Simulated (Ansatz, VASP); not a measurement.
# Two plane-wave programs on Ti

```
CELL_PARAMETERS angstrom
2.93858 0.00000 0.00000
-1.46929 2.54489 0.00000
0.00000 0.00000 4.65043
ATOMIC_POSITIONS crystal
Ti 0.33333 0.66667 0.25000
Ti 0.66667 0.33333 0.75000
```

Alike in both runs: task single point; functional LDA; k mesh 18 × 18 × 10; occupations gaussian, width 0.1 eV; no spin polarisation.

|  | VASP | Ansatz |
| --- | --- | --- |
| version | VASP 6.6.1 | Ansatz 0.2.0 |
| potentials or method | VASP PAW LDA potentials, release 64 (Ti_sv), cutoff 520 eV | scalar-relativistic, plane waves, PAW |
| valence electrons in the cell | 24 | 24 |

```tsv
	VASP	Ansatz	Ansatz less VASP
gap on the k mesh at the Fermi level (eV)	none	none	-
pressure (GPa)	-8.8	-8.5	+0.25
traceless stress, the component that is largest in VASP (GPa)	-0.14	-0.15	-0.010
```

LDA's correlation is that of Perdew and Zunger in VASP and of Perdew and Wang (1992) in Ansatz. A gap of «none» marks a metal or a gap that the smearing closes.
